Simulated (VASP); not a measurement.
A run of VASP 6.6.1 is set up as follows.

File INCAR:

```
SYSTEM = Fe
PREC = Accurate ; ENCUT = 600
EDIFF = 1E-6 ; ISMEAR = -1
SIGMA = 0.05 ; LREAL = .False.
LASPH = .True. ; NELM = 150
ALGO = Normal ; ISIF = 3
LWAVE = .False. ; LCHARG = .False.
ISPIN = 2 ; MAGMOM = 2.5 2.5 2.5
LORBIT = 11 ; LMAXMIX = 4
GGA = RP ; IBRION = 2
NSW = 80 ; EDIFFG = -0.01
```

KPOINTS

```
Automatic mesh
0
Gamma
  9 9 13
  0 0 0
```

POSCAR

```
Fe
1.0
    4.0524593180      0.0000000000      0.0000000000
   -2.0262296590      3.5095327172      0.0000000000
    0.0000000000      0.0000000000      2.4841575619
Fe
3
Direct
    0.0000000000      0.0000000000      0.0000000000
    0.3333333333      0.6666666667      0.5000000000
    0.6666666667      0.3333333333      0.5000000000
```

Potentials or basis: VASP PAW PBE potentials, release 64 (Fe).

Run with:

```sh
$ cat potpaw_PBE.64/Fe/POTCAR > POTCAR
$ mpirun -np 1 vasp_std > vasp.out
```

Predict the site moments.

Fe -2.01, +1.78 (each value once) μB.

What does it give for the relaxed cell?

a = 4.042 Å, b = 4.042 Å, c = 2.418 Å, α = 90.00°, β = 90.00°, γ = 120.00°.

Final structure:
```
Fe
1.0
     4.04195    0.00000    0.00000
    -2.02098    3.50043    0.00000
     0.00000    0.00000    2.41794
Fe
3
Direct
  0.00000 0.00000 0.00000
  0.33333 0.66667 0.50000
  0.66667 0.33333 0.50000
```
